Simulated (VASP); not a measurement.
A run of VASP 6.6.1 is set up as follows.

POSCAR

```
Al3Au5
1.0
    0.0000000000      4.0625000000      4.0625000000
    4.0625000000      0.0000000000      4.0625000000
    4.0625000000      4.0625000000      0.0000000000
Au Al
5 3
Direct
    0.0000000000      0.0000000000      0.0000000000
    0.0000000000      0.5000000000      0.0000000000
    0.0000000000      0.5000000000      0.5000000000
    0.5000000000      0.5000000000      0.0000000000
    0.5000000000      0.5000000000      0.5000000000
    0.0000000000      0.0000000000      0.5000000000
    0.5000000000      0.0000000000      0.0000000000
    0.5000000000      0.0000000000      0.5000000000
```

Contents of INCAR.step1:

```
PREC     = Accurate       # precision mode
ENCUT    = 550            # plane-wave cutoff, eV
ISMEAR   = 1              # smearing method
SIGMA    = 0.05           # smearing width, eV
LREAL    = False          # projectors in reciprocal space
LASPH    = True           # aspherical terms in the spheres
NELM     = 120            # most SCF steps
GGA      = PE             # functional
ALGO     = Normal         # electronic algorithm
EDIFF    = 1E-5           # SCF threshold, eV
LWAVE    = True           # write WAVECAR
LCHARG   = False          # write CHGCAR
GGA_COMPAT= False        
IBRION   = 2              # ionic algorithm
ISIF     = 3              # what is computed and relaxed
EDIFFG   = -0.005         # ionic threshold
NELMIN   = 4            
NSW      = 100            # ionic steps
```

Contents of INCAR.step2:

```
PREC     = Accurate       # precision mode
ENCUT    = 550            # plane-wave cutoff, eV
EDIFF    = 1E-7           # SCF threshold, eV
ISMEAR   = 1              # smearing method
SIGMA    = 0.05           # smearing width, eV
LREAL    = False          # projectors in reciprocal space
LASPH    = True           # aspherical terms in the spheres
NELM     = 120            # most SCF steps
ALGO     = Normal         # electronic algorithm
ISIF     = 3              # what is computed and relaxed
LWAVE    = False          # write WAVECAR
LCHARG   = False          # write CHGCAR
METAGGA  = R2SCAN         # meta-GGA
LMIXTAU  = True         
IBRION   = 2              # ionic algorithm
NSW      = 80             # ionic steps
EDIFFG   = -0.01          # ionic threshold
ISTART   = 1            
GGA_COMPAT= False        
NELMIN   = 4
```

File KPOINTS:

```
regular mesh
0
Gamma
  5 5 5
```

Potentials or basis: VASP PAW PBE potentials, release 64 (Au, Al).

Command:

```console
$ cat potpaw_PBE.64/Au/POTCAR potpaw_PBE.64/Al/POTCAR > POTCAR
$ cp INCAR.step1 INCAR
$ mpirun -np 1 vasp_std > vasp.out
$ cp INCAR.step2 INCAR
$ mpirun -np 1 vasp_std > vasp.out
```

**Question.** Estimate the space group after relaxing (to 0.1 Å).

**Answer.** R-3m (No. 166).

**Question.** What does it give for the relaxed volume?

**Answer.** 16.68 Å³/atom.

Step by step:
```tsv
step	energy change (eV)	largest force (eV/Å)	pressure (GPa)	volume (Å³)
1	0.0000	0.0000	-1.11	134.09
2	-0.1179	0.0000	1.20	131.80
3	-0.1431	0.0000	3.08	130.35
4	-0.1967	0.0000	-0.30	133.70
5	-0.1967	0.0000	-0.23	133.62
6	-0.1967	0.0000	-0.17	133.56
7	-0.1970	0.0000	0.01	133.43
```

Caveat: the PAW data sets were made with another functional, which shifts forces and pressure a little.
